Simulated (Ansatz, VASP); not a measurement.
**One calculation of Si3S2, two programs**

```
CELL_PARAMETERS angstrom
4.24982 0.00000 0.00000
-2.12491 3.68045 0.00000
0.00000 0.00000 5.49429
ATOMIC_POSITIONS crystal
Si 0.00000 0.00000 0.00000
Si 0.33333 0.66667 0.77342
Si 0.66667 0.33333 0.22658
S 0.33333 0.66667 0.35493
S 0.66667 0.33333 0.64507
```

Alike in both runs: task single point; functional PBE; k mesh 6 × 6 × 4; occupations gaussian, width 0.1 eV; no spin polarisation.

|  | VASP | Ansatz |
| --- | --- | --- |
| version | VASP 6.6.1 | Ansatz 0.2.0 |
| potentials or method | VASP PAW PBE potentials, release 64 (Si, S), cutoff 520 eV | scalar-relativistic, plane waves, PAW |
| valence electrons in the cell | 24 | 24 |

```csv
,VASP,Ansatz,Ansatz less VASP
gap on the k mesh at the Fermi level (eV),none,none,-
pressure (GPa),0.2,0.3,+0.08
"traceless stress, the component that is largest in VASP (GPa)",0.48,0.58,+0.106
rms of the force components (eV/Å),0.007,0.017,+0.0104
```

Atom by atom the forces differ by 0.011 eV/Å (rms over components). A gap of «none» marks a metal or a gap that the smearing closes.
